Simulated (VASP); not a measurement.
Here is a VASP 6.6.1 calculation.

The input INCAR:

```
PREC = Accurate
ENCUT = 500
EDIFF = 1E-6
ISMEAR = -1
SIGMA = 0.02
LREAL = False
LASPH = True
NELM = 120
ALGO = Normal
ISIF = 2
LWAVE = False
LCHARG = False
GGA = PE
NBANDS = 19
GGA_COMPAT = False
```

KPOINTS

```
Automatic mesh
0
Gamma
  6 6 6
```

Contents of POSCAR:

```
K2S
1.0
    0.0000000000      3.7310389449      3.7310389449
    3.7310389449      0.0000000000      3.7310389449
    3.7310389449      3.7310389449      0.0000000000
K S
2 1
Direct
    0.7500000000      0.7500000000      0.7500000000
    0.2500000000      0.2500000000      0.2500000000
    0.0000000000      0.0000000000      0.0000000000
```

Potentials or basis: VASP PAW PBE potentials, release 64 (K_sv, S).

The run is started by

```bash
$ cat potpaw_PBE.64/K_sv/POTCAR potpaw_PBE.64/S/POTCAR > POTCAR
$ mpirun -np 1 vasp_std > vasp.out
```

Task: What does it give for the band gap on the k mesh?

Result: 2.32 eV (least direct gap 2.50 eV).

Task: Estimate the pressure.

Result: 0.0 GPa.

A k mesh can miss the band edges.
